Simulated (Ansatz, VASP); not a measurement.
# One calculation of CdS, two programs

```
CELL_PARAMETERS angstrom
4.12173 0.00000 0.00000
0.00000 6.71653 0.00000
0.00000 0.00000 7.13905
ATOMIC_POSITIONS crystal
Cd 0.50000 0.00000 0.00000
Cd 0.00000 0.50000 0.16668
Cd 0.00000 0.00000 0.50000
Cd 0.50000 0.50000 0.66666
S 0.50000 0.62300 0.00000
S 0.00000 0.12300 0.16668
S 0.00000 0.62300 0.50000
S 0.50000 0.12300 0.66666
```

Alike in both runs: task single point; functional PBEsol; k mesh 4 × 4 × 4; occupations gaussian, width 0.1 eV; no spin polarisation.

|  | VASP | Ansatz |
| --- | --- | --- |
| version | VASP 6.6.1 | Ansatz 0.2.0 |
| potentials or method | VASP PAW PBE potentials, release 64 (Cd, S), cutoff 500 eV | scalar-relativistic, plane waves, PAW |
| valence electrons in the cell | 72 | 104 |

|  | VASP | Ansatz | Ansatz less VASP |
| --- | --- | --- | --- |
| gap on the k mesh at the Fermi level (eV) | 1.09 | 1.09 | -0.005 |
| least direct gap on the mesh (eV) | 1.09 | 1.09 | -0.005 |
| pressure (GPa) | 0.4 | 0.0 | -0.40 |
| rms of the force components (eV/Å) | 0.019 | 0.018 | -0.0012 |

VASP's potentials were made for PBE, not for PBEsol. The functional is the same, so the differences come from potentials, cutoffs and numerics. VASP's potentials hold 72 valence electrons a cell and Ansatz's 104, so a difference there can come from the potentials and not from the codes. Ansatz's warnings: structure snapped to symmetry.
